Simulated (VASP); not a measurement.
The system is Ge2Sb2Te5.

```xyz
9
Lattice="6.8391 -3.0660 0.0000 6.8391 3.0660 0.0000 -6.8310 0.0000 6.8476" Properties=species:S:1:pos:R:3 pbc="T T T"
Ge    6.7274    0.0000    0.0756
Ge    2.6055    0.0000    1.2862
Sb   -1.3207    0.0000    2.8579
Sb    8.3181    0.0000    4.0255
Te    1.3918    0.0000    4.0888
Te   -2.7069    0.0000    5.5452
Te    0.0699    0.0000    0.0441
Te    9.5385    0.0000    1.3429
Te    5.4948    0.0000    2.6461
```

Base run:

* Program: VASP 6.6.1
* Functional: PBE
* Potentials or basis: VASP PAW PBE potentials, release 64 (Ge_d, Sb, Te)
* Cutoff: 520 eV
* k mesh: 4 × 4 × 3
* Occupations: gaussian, width 0.01 eV
* Spin: no spin polarisation

Its results: band gap on the k mesh 0.06 eV, direct; pressure -0.2 GPa; largest force 0.151 eV/Å.

Task: The run is repeated on the same cell with these changes: k mesh from 4 × 4 × 3 to 2 × 2 × 1. What comes out?

Result: Band gap on the k mesh 0.04 eV, direct; pressure 0.4 GPa; largest force 0.520 eV/Å.

Caveats: some runs use coarse meshes; spin-orbit coupling is left out, which moves the levels of the heavy elements.

A k mesh can miss the band edges.
